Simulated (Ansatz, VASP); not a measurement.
# One calculation of V, two programs

File INCAR:

```
SYSTEM = V
PREC = Accurate ; ENCUT = 520
EDIFF = 1E-6 ; ISMEAR = -1
SIGMA = 0.05 ; LREAL = .FALSE.
LASPH = .TRUE. ; NELM = 150
ALGO = Normal ; ISIF = 2
LWAVE = .FALSE. ; LCHARG = .FALSE.
ISPIN = 2 ; MAGMOM = 2
LORBIT = 11 ; LMAXMIX = 4
GGA = PS ; NBANDS = 16
```

Contents of KPOINTS:

```
regular mesh
0
G
  12 12 12
  0 0 0
```

The input POSCAR:

```
V
1.0
   -1.5169890000      1.5201330000      1.5775550000
    1.4987350000     -1.4780690000      1.5172360000
    1.5065820000      1.4676620000     -1.5354910000
V
1
Direct
    0.0102680000      0.0045550000     -0.0011910000
```

input.yaml

```yaml
crystal:
  lattice:
    - [-1.516989, 1.520133, 1.577555]
    - [1.498735, -1.478069, 1.517236]
    - [1.506582, 1.467662, -1.535491]
  atoms:
    - { symbol: V, position: [0.010268, 0.004555, -0.001191], spin: 2.0 }
kpoints:
  mp_grid: { grid: [12, 12, 12] }
scf:
  occupations: { method: fermi_dirac, width: 0.05 }
hamiltonian:
  xc: pbesol
  pseudopotentials: { kind: all_electron, lapw: { basis_error: 0.001 } }
magnetization:
  spin_polarized: true
output:
  forces: true
  stress: true
  eigenvalues: true
  populations: true
```

Change from the starting cell: cell strained at random at fixed volume.

Alike in both runs: task single point; functional PBEsol; k mesh 12 × 12 × 12; occupations fermi-dirac, width 0.05 eV; collinear spin.

|  | VASP | Ansatz |
| --- | --- | --- |
| version | VASP 6.6.1 | Ansatz 0.2.0 |
| potentials or method | VASP PAW PBE potentials, release 64 (V_sv), cutoff 520 eV | all-electron LAPW, scalar-relativistic |

```csv
,VASP,Ansatz,Ansatz less VASP
gap on the k mesh at the Fermi level (eV),none,none,-
pressure (GPa),-11.8,-12.0,-0.21
"traceless stress, the component that is largest in VASP (GPa)",-1.98,-1.98,-0.001
net moment per atom (μB),0.00,0.00,-0.001
```

VASP's potentials were made for PBE, not for PBEsol. A gap of «none» marks a metal or a gap that the smearing closes. Ansatz ran all-electron here, and VASP with PAW potentials.
